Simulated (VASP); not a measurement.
A run of VASP 6.6.1 is set up as follows.

INCAR

```
PREC = Accurate
ENCUT = 910
EDIFF = 1E-7
ISMEAR = -1
SIGMA = 0.05
LREAL = F
LASPH = T
NELM = 200
ALGO = Normal
ISIF = 3
LWAVE = F
LCHARG = F
LMAXMIX = 4
LDAU = T
LDAUTYPE = 2
LDAUL = 2 -1
LDAUU = 8 0
LDAUJ = 0 0
LDAUPRINT = 1
GGA = PS
IBRION = 2
NSW = 60
EDIFFG = -0.01
GGA_COMPAT = F
NELMIN = 4
```

The input KPOINTS:

```
regular mesh
0
Gamma
  10 10 10
```

The input POSCAR:

```
WC
1.0
    0.0000000000      2.1926840000      2.1926840000
    2.1926840000      0.0000000000      2.1926840000
    2.1926840000      2.1926840000      0.0000000000
W C
1 1
Direct
    0.0000000000      0.0000000000      0.0000000000
    0.5000000000      0.5000000000      0.5000000000
```

Potentials or basis: VASP PAW PBE potentials, release 64 (W_sv, C_h).

Launch:

```console
$ cat potpaw_PBE.64/W_sv/POTCAR potpaw_PBE.64/C_h/POTCAR > POTCAR
$ mpirun -np 1 vasp_std > vasp.out
```

(1) Predict the relaxed cell.

(2) What does it give for the space group after relaxing (to 0.05 Å)?

Results:

(1) a = 3.121 Å, b = 3.121 Å, c = 3.121 Å, α = 60.00°, β = 60.00°, γ = 60.00°.

(2) Fm-3m (No. 225).

Caveat: the U is typed as a test and isn't derived for this compound.
